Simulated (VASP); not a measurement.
# Zr2SbN (P4/mmm) in VASP: further runs

The runs below take Zr2SbN through electric field gradients, vibrations by perturbation theory, with LDA.

Everything below comes from runs of VASP 6.6.1. Logs are shortened: lines on timing, memory, paths and dates and some standing lists are left out, and cuts for length are marked.

### Step 1. The cell of the first run

It takes space group P4/mmm (No. 123, tetragonal). The conventional cell has a = 3.723 Å, b = 3.723 Å, c = 5.295 Å, α = 90.00°, β = 90.00°, γ = 90.00°. Zr (site symmetry 4/mmm) has 4 N at 2.63 Å and 2 Sb at 2.65 Å within 3.5 Å. Zr (site symmetry 4/mmm) has 4 Sb at 2.63 Å and 2 N at 2.65 Å within 3.5 Å. Sb (site symmetry 4/mmm) has 6 Zr at 2.63 to 2.65 Å within 3.5 Å. N (site symmetry 4/mmm) has 6 Zr at 2.63 to 2.65 Å within 3.5 Å.

### Step 2. Electric field gradients, LDA

Input file INCAR:

```
SYSTEM = Zr2SbN
ALGO = Normal ; EDIFF = 1E-8
ENCUT = 520 ; ISIF = 2
ISMEAR = -1 ; LASPH = .TRUE.
LCHARG = .FALSE. ; LEFG = .TRUE.
LREAL = .FALSE. ; LWAVE = .FALSE.
NBANDS = 25 ; NELM = 100
PREC = Accurate ; SIGMA = 0.15
```

Input file KPOINTS:

```
k-points
0
G
  12 12 8
  0 0 0
```

Input file POSCAR:

```
Zr2SbN
1.0
    3.7233589080      0.0000000000      0.0000000000
    0.0000000000      3.7233589080      0.0000000000
    0.0000000000      0.0000000000      5.2950685665
Zr Sb N
2 1 1
Direct
    0.0000000000      0.0000000000      0.0000000000
    0.5000000000      0.5000000000      0.5000000000
    0.0000000000      0.0000000000      0.5000000000
    0.5000000000      0.5000000000      0.0000000000
```

Potentials or basis: VASP PAW LDA potentials, release 64 (Zr_sv, Sb, N).

The run is started by

```console
$ cat potpaw_LDA.64/Zr_sv/POTCAR potpaw_LDA.64/Sb/POTCAR potpaw_LDA.64/N/POTCAR > POTCAR
$ mpirun -np 1 vasp_std > vasp.out
```

OUTCAR:

```text
SYSTEM = Zr2SbN
   EDIFF = 1E-8
   ENCUT = 520
   ISIF = 2
   ISMEAR = -1
   LASPH = .TRUE.
   LREAL = .FALSE.
   NELM = 100
   PREC = Accurate

 ion  position               nearest neighbor table
   1  0.000  0.000  0.000-   4 2.63   4 2.63   4 2.63   4 2.63   3 2.65   3 2.65   2 3.73   2 3.73
                             2 3.73   2 3.73   2 3.73   2 3.73   2 3.73   2 3.73
   2  0.500  0.500  0.500-   3 2.63   3 2.63   3 2.63   3 2.63   4 2.65   4 2.65   1 3.73   1 3.73
                             1 3.73   1 3.73   1 3.73   1 3.73   1 3.73   1 3.73
   3  0.000  0.000  0.500-   2 2.63   2 2.63   2 2.63   2 2.63   1 2.65   1 2.65
   4  0.500  0.500  0.000-   1 2.63   1 2.63   1 2.63   1 2.63   2 2.65   2 2.65

  LATTYP: Found a simple tetragonal cell.
 ALAT       =     3.7233589080
 C/A-ratio  =     1.4221214493

  Lattice vectors:

 A1 = (   3.7233589080,   0.0000000000,   0.0000000000)
 A2 = (   0.0000000000,   3.7233589080,   0.0000000000)
 A3 = (   0.0000000000,   0.0000000000,   5.2950685665)

Analysis of symmetry for initial positions (statically):
=====================================================================
 Subroutine PRICEL returns:
 Original cell was already a primitive cell.

 Routine SETGRP: Setting up the symmetry group for a
 simple tetragonal supercell.

 Subroutine GETGRP returns: Found 16 space group operations
 (whereof 16 operations were pure point group operations)
 out of a pool of 16 trial point group operations.

The static configuration has the point symmetry D_4h.

Analysis of symmetry for dynamics (positions and initial velocities):
=====================================================================
 Subroutine PRICEL returns:
 Original cell was already a primitive cell.

 Routine SETGRP: Setting up the symmetry group for a
 simple tetragonal supercell.

 Subroutine GETGRP returns: Found 16 space group operations
 (whereof 16 operations were pure point group operations)
 out of a pool of 16 trial point group operations.

The dynamic configuration has the point symmetry D_4h.

 Subroutine INISYM returns: Found 16 space group operations
 (whereof 16 operations are pure point group operations),
 and found     1 'primitive' translations

----------------------------------------------------------------------------------------

                                     Primitive cell

  volume of cell :      73.4077

  direct lattice vectors                    reciprocal lattice vectors
     3.723358908  0.000000000  0.000000000     0.268574700  0.000000000  0.000000000
     0.000000000  3.723358908  0.000000000     0.000000000  0.268574700  0.000000000
     0.000000000  0.000000000  5.295068567     0.000000000  0.000000000  0.188854967

  length of vectors
     3.723358908  3.723358908  5.295068567     0.268574700  0.268574700  0.188854967

  position of ions in fractional coordinates (direct lattice)
     0.000000000  0.000000000  0.000000000
     0.500000000  0.500000000  0.500000000
     0.000000000  0.000000000  0.500000000
     0.500000000  0.500000000  0.000000000

  ion indices of the primitive-cell ions
   primitive index   ion index
                 1           1
                 2           2
                 3           3
                 4           4

----------------------------------------------------------------------------------------

 KPOINTS: k-points

Automatic generation of k-mesh.
 Grid dimensions read from file:
 generate k-points for:   12   12    8

 Generating k-lattice:

  Cartesian coordinates                     Fractional coordinates (reciprocal lattice)
     0.022381225  0.000000000  0.000000000     0.083333333  0.000000000  0.000000000
     0.000000000  0.022381225  0.000000000     0.000000000  0.083333333  0.000000000
     0.000000000  0.000000000  0.023606871     0.000000000  0.000000000  0.125000000

  Length of vectors
     0.022381225  0.022381225  0.023606871
[... 42 lines left out ...]
   NGX,Y,Z   is equivalent  to a cutoff of  12.50, 12.50, 12.56 a.u.
   NGXF,Y,Z  is equivalent  to a cutoff of  25.00, 25.00, 25.12 a.u.
 SYSTEM =  Zr2SbN
   PREC   = accura    normal or accurate (medium, high low for compatibility)
   ISTART =      0    job   : 0-new  1-cont  2-samecut
   ICHARG =      2    charge: 1-file 2-atom 10-const
   ISPIN  =      1    spin polarized calculation?
   LNONCOLLINEAR =      F non collinear calculations
   LSORBIT =      F    spin-orbit coupling
   LASPH  =      T    aspherical Exc in radial PAW
   ENCUT  =  520.0 eV  38.22 Ry    6.18 a.u.   6.92  6.92  9.85*2*pi/ulx,y,z
   NELM   =    100;   NELMIN=  2; NELMDL= -5     # of ELM steps
   EDIFF  = 0.1E-07   stopping-criterion for ELM
   LREAL  =      F    real-space projection
   EDIFFG = 0.1E-06   stopping-criterion for IOM
   NSW    =      0    number of steps for IOM
   IBRION =     -1    ionic relax: 0-MD 1-quasi-New 2-CG
   NFREE  =      0    steps in history (QN), initial steepest desc. (CG)
   ISIF   =      2    stress and relaxation
   ISYM   =      2    0-nonsym 1-usesym 2-fastsym
   POTIM  = 0.5000    time-step for ionic-motion
   TEBEG  =    0.0;   TEEND  =   0.0 temperature during run
   PSTRESS=    0.0 pullay stress
   NELECT =      34.0000    total number of electrons
   NUPDOWN=      -1.0000    fix difference up-down
   EMIN   =  10.00;   EMAX   =-10.00  energy-range for DOS
   EFERMI =   0.00;   METHOD = LEGACY
   ISMEAR =    -1;   SIGMA  =   0.15  broadening in eV -4-tet -1-fermi 0-gaus
   EFERMI_NEDOS =   21; number of points for ismear=-14 and -15
   IALGO  =     38    algorithm
   IMIX   =      4    mixing-type and parameters
     AMIX     =   0.40;   BMIX     =  1.00
     AMIX_MAG =   1.60;   BMIX_MAG =  1.00
  volume/ion in A,a.u.               =      18.35       123.84
  Fermi-wavevector in a.u.,A,eV,Ry     =   1.266642  2.393607 21.828954  1.604383
  Thomas-Fermi vector in A             =   2.399832
   LORBIT       =      0    0 simple, 1 ext, 2 COOP (PROOUT), +10 PAW based schemes
   GGA     = CA    functional components
   LHFCALC =     F    Hartree Fock is set to
   AEXX    =    0.0000 exact exchange contribution
   IVDW    =     0    specifies the selected vdW correction
   LEPSILON=     F    determine dielectric tensor
   LRPA    =     F    only Hartree local field effects (RPA)
 non-spin polarized calculation
  energy-cutoff  :      520.00
  volume of cell :       73.41
 maximum number of plane-waves:      2000
 NGX is ok and might be reduce to    28
   NGX = 13   NGY = 13   NGZ = 19

 number of electron      34.0000002 magnetization

 Free energy of the ion-electron system (eV)
  ---------------------------------------------------
  ext. energy  EPLUGINS =         0.00000000
  ---------------------------------------------------
  free energy    TOTEN  =       -33.52742770 eV

  energy without entropy =      -33.36974821  energy(sigma->0) =      -33.44858796

 E-fermi :   9.9347     XC(G=0): -11.4678

 val. band max:        9.9189553848   @ k =   0.2500   0.0833   0.5000
 cond. band min:       9.9359460712   @ k =   0.3333   0.3333   0.3750
 fundamental gap:      0.0169906864
 Fermi energy:         9.9347375142

 k-point     1 :       0.0000    0.0000    0.0000
  band No.  band energies     occupation
      1     -39.7731      2.00000
      2     -39.3616      2.00000
      3     -18.1536      2.00000
      4     -17.8298      2.00000
      5     -17.8298      2.00000
      6     -17.6802      2.00000
[... 661 lines left out ...]
     24      12.6003      0.00000
     25      12.7937      0.00000

 [... further k-points ...]

------------------------ aborting loop because EDIFF is reached ----------------------------------------

  FORCE on cell =-STRESS in cart. coord.  units (eV):
  Direction    XX          YY          ZZ          XY          YZ          ZX
  --------------------------------------------------------------------------------------
  -------------------------------------------------------------------------------------
  Total        0.1402756      0.1402756      0.1947493      0.0000000      0.0000000      0.0000000
  in kB        3.0616194      3.0616194      4.2505497      0.0000000      0.0000000      0.0000000
  external PRESSURE =       3.4579295 kB  Pullay stress =       0.0000000 kB

 VOLUME and BASIS-vectors are now :
 -----------------------------------------------------------------------------
  energy-cutoff  :      520.00
  volume of cell :       73.41
      direct lattice vectors                 reciprocal lattice vectors
     3.723358908  0.000000000  0.000000000     0.268574700  0.000000000  0.000000000
     0.000000000  3.723358908  0.000000000     0.000000000  0.268574700  0.000000000
     0.000000000  0.000000000  5.295068567     0.000000000  0.000000000  0.188854967

 POSITION                                       TOTAL-FORCE (eV/Angst)
 -----------------------------------------------------------------------------------
      0.00000      0.00000      0.00000         0.000000      0.000000      0.000000
      1.86168      1.86168      2.64753         0.000000      0.000000      0.000000
      0.00000      0.00000      2.64753         0.000000      0.000000      0.000000
      1.86168      1.86168      0.00000         0.000000      0.000000      0.000000
 -----------------------------------------------------------------------------------
    total drift:                                0.000000      0.000000      0.000000

  FREE ENERGIE OF THE ION-ELECTRON SYSTEM (eV)
  ---------------------------------------------------
  free  energy   TOTEN  =       -33.5274277019 eV

  energy  without entropy=      -33.3697482132  energy(sigma->0) =      -33.44858796

 Electric field gradients (V/A^2)
---------------------------------------------------------------------
 ion       V_xx      V_yy      V_zz      V_xy      V_xz      V_yz
---------------------------------------------------------------------
   1      47.014    47.014   -94.029     0.000     0.000     0.000
   2     -45.758   -45.758    91.516    -0.000    -0.000    -0.000
   3      18.540    18.540   -37.079    -0.000     0.000     0.000
   4      -1.512    -1.512     3.024     0.000     0.000    -0.000
---------------------------------------------------------------------

 Electric field gradients after diagonalization (V/A^2)
 (convention: |V_zz| > |V_xx| > |V_yy|)
----------------------------------------------------------------------
 ion       V_xx      V_yy      V_zz     asymmetry (V_yy - V_xx)/ V_zz
----------------------------------------------------------------------
   1      47.014    47.014   -94.029       0.000
   2     -45.758   -45.758    91.516       0.000
   3      18.540    18.540   -37.079       0.000
   4      -1.512    -1.512     3.024       0.000
----------------------------------------------------------------------

           NMR quadrupolar parameters

 Cq : quadrupolar parameter    Cq=e*Q*V_zz/h
 eta: asymmetry parameters     (V_yy - V_xx)/ V_zz
 Q  : nuclear electric quadrupole moment in mb (millibarn)
----------------------------------------------------------------------
 ion       Cq(MHz)       eta       Q (mb)
----------------------------------------------------------------------
   1      -0.227       0.000       1.000
   2       0.221       0.000       1.000
   3      -0.090       0.000       1.000
   4       0.007       0.000       1.000
----------------------------------------------------------------------
```

It took 2.8 min on 1 thread of AMD EPYC 7R13 (Zen 3), shared host; peak memory 0.31 GiB.

Results:

* Free energy: -33.5274 eV
* Pressure: 0.3 GPa
* Band gap on the k mesh: zero (band 17 reaches 11.19 eV, above the bottom of band 18 at 8.43 eV)

Levels at points of the mesh, in eV from the Fermi level:
| k point | band 13 | band 14 | band 15 | band 16 | band 17 | band 18 | band 19 | band 20 | band 21 | band 22 |
| --- | --- | --- | --- | --- | --- | --- | --- | --- | --- | --- |
| (0.00, 0.00, 0.00) | -2.13 | -2.13 | -0.83 | -0.56 | -0.56 | -0.38 | 0.01 | 0.01 | 0.32 | 0.35 |
| (0.50, 0.00, 0.00) | -3.83 | -3.71 | -3.52 | -3.42 | 0.70 | 0.82 | 0.90 | 1.53 | 1.86 | 2.00 |
| (0.50, 0.50, 0.00) | -2.56 | -2.56 | -2.29 | -1.97 | -1.97 | -1.22 | 1.13 | 1.85 | 2.20 | 2.25 |
| (0.00, 0.00, 0.50) | -2.40 | -2.32 | -2.32 | -1.55 | -1.55 | -1.08 | 0.48 | 1.19 | 1.47 | 1.47 |
| (0.50, 0.00, 0.50) | -4.10 | -3.82 | -3.72 | -3.61 | 1.25 | 1.48 | 1.58 | 1.82 | 1.92 | 2.03 |
| (0.50, 0.50, 0.50) | -4.14 | -3.69 | -3.69 | -3.55 | 0.36 | 0.36 | 1.48 | 1.48 | 2.26 | 2.27 |

Electric field gradients, principal values (V/Å²):
```
atom    least   middle  greatest (by size)
1 Zr   47.014   47.014             -94.029
2 Zr  -45.758  -45.758              91.516
3 Sb   18.540   18.540             -37.079
 4 N   -1.512   -1.512               3.024
```

Caveat: without QUAD_EFG the Cq values of the log hold for a quadrupole moment of 1 mb, not for the nuclei; spin-orbit coupling is left out, which moves the levels of the heavy elements.

### Step 3. Vibrations by perturbation theory, LDA

Input file INCAR:

```
PREC     = Accurate       # precision mode
ENCUT    = 520            # plane-wave cutoff, eV
EDIFF    = 1E-8           # SCF threshold, eV
ISMEAR   = -1             # smearing method
SIGMA    = 0.15           # smearing width, eV
LREAL    = False          # projectors in reciprocal space
LASPH    = True           # aspherical terms in the spheres
NELM     = 100            # most SCF steps
ALGO     = Normal         # electronic algorithm
ISIF     = 2              # what is computed and relaxed
LWAVE    = False          # write WAVECAR
LCHARG   = False          # write CHGCAR
GGA      = CA             # functional
IBRION   = 8              # ionic algorithm
NSW      = 1              # ionic steps
```

Input file KPOINTS:

```
Automatic mesh
0
Gamma
  12 12 8
```

POSCAR is that of step 2.

Potentials or basis: VASP PAW LDA potentials, release 64 (Zr_sv, Sb, N).

The run is started by

```console
$ cat potpaw_LDA.64/Zr_sv/POTCAR potpaw_LDA.64/Sb/POTCAR potpaw_LDA.64/N/POTCAR > POTCAR
$ mpirun -np 1 vasp_std > vasp.out
```

OUTCAR:

```text
PREC = Accurate
   ENCUT = 520
   EDIFF = 1E-8
   ISMEAR = -1
   LREAL = False
   LASPH = True
   NELM = 100
   ISIF = 2
   GGA = CA
   IBRION = 8
   NSW = 1

 ion  position               nearest neighbor table
   1  0.000  0.000  0.000-   4 2.63   4 2.63   4 2.63   4 2.63   3 2.65   3 2.65   2 3.73   2 3.73
                             2 3.73   2 3.73   2 3.73   2 3.73   2 3.73   2 3.73
   2  0.500  0.500  0.500-   3 2.63   3 2.63   3 2.63   3 2.63   4 2.65   4 2.65   1 3.73   1 3.73
                             1 3.73   1 3.73   1 3.73   1 3.73   1 3.73   1 3.73
   3  0.000  0.000  0.500-   2 2.63   2 2.63   2 2.63   2 2.63   1 2.65   1 2.65
   4  0.500  0.500  0.000-   1 2.63   1 2.63   1 2.63   1 2.63   2 2.65   2 2.65

  LATTYP: Found a simple tetragonal cell.
[... 855 lines left out ...]

 Eigenvectors and eigenvalues of the dynamical matrix
 ----------------------------------------------------

   1 f  =   10.107321 THz    63.506168 2PiTHz  337.143925 cm-1    41.800500 meV
             X         Y         Z           dx          dy          dz
      0.000000  0.000000  0.000000    -0.000000    0.000000   -0.797602
      1.861679  1.861679  2.647534    -0.000000   -0.000000    0.066462
      0.000000  0.000000  2.647534     0.000000    0.000000    0.557986
      1.861679  1.861679  0.000000    -0.000000    0.000000    0.219239
[... 71 lines left out ...]
  12 f/i=    6.186487 THz    38.870841 2PiTHz  206.358979 cm-1    25.585241 meV
             X         Y         Z           dx          dy          dz
      0.000000  0.000000  0.000000     0.000000    0.000000   -0.265931
      1.861679  1.861679  2.647534    -0.000000   -0.000000    0.780433
      0.000000  0.000000  2.647534    -0.000000   -0.000000   -0.279844
      1.861679  1.861679  0.000000    -0.000000   -0.000000   -0.491825

--------------------------------------------------------------------------------------------------------

 ELASTIC MODULI CONTR FROM IONIC RELAXATION (kBar)
 Direction    XX          YY          ZZ          XY          YZ          ZX
 --------------------------------------------------------------------------------
 XX           0.0000      0.0000      0.0000      0.0000      0.0000      0.0000
 YY           0.0000      0.0000      0.0000      0.0000      0.0000      0.0000
 ZZ           0.0000      0.0000      0.0000      0.0000      0.0000      0.0000
 XY           0.0000      0.0000      0.0000      0.0000      0.0000      0.0000
 YZ           0.0000      0.0000      0.0000      0.0000      0.0000      0.0000
 ZX           0.0000      0.0000      0.0000      0.0000      0.0000      0.0000
 --------------------------------------------------------------------------------
```

OSZICAR:

```text
N       E                     dE             d eps       ncg     rms          rms(c)
DAV:   1     0.315248729646E+03    0.31525E+03   -0.17238E+04  5888   0.156E+03
DAV:   2    -0.106406828697E+02   -0.32589E+03   -0.31817E+03  7020   0.403E+02
DAV:   3    -0.365898746535E+02   -0.25949E+02   -0.25660E+02 10214   0.100E+02
[... 232 lines left out ...]
RMM:  21    -0.229293872787E+00   -0.53788E-07   -0.23737E-07 12403   0.709E-05    0.252E-06
RMM:  22    -0.229293858244E+00    0.14543E-07   -0.25639E-07 12755   0.649E-05    0.140E-06
RMM:  23    -0.229293860084E+00   -0.18396E-08   -0.11855E-07 11722   0.618E-05    0.177E-06
RMM:  24    -0.229293858952E+00    0.11314E-08   -0.19420E-07 11958   0.607E-05    0.415E-06
RMM:  25    -0.229293859459E+00   -0.50645E-09   -0.85924E-08 10290   0.590E-05    0.391E-06
 Linear response finished
```

It took 59 min on 1 thread of AMD EPYC 7R13 (Zen 3), shared host; peak memory 0.82 GiB.

What came out:

```
Highest phonon frequency at Γ, LO-TO splitting left out : 337 cm⁻¹
Most unstable mode                                      : 206i cm⁻¹
```

Phonon frequencies in cm⁻¹ (negative: imaginary):
```csv
q point,frequencies
"(0.000, 0.000, 0.000)",-206 -173 -173 -1 -1 0 123 123 190 330 330 337
```

Caveat: some modes are imaginary; spin-orbit coupling is left out, which moves the levels of the heavy elements.
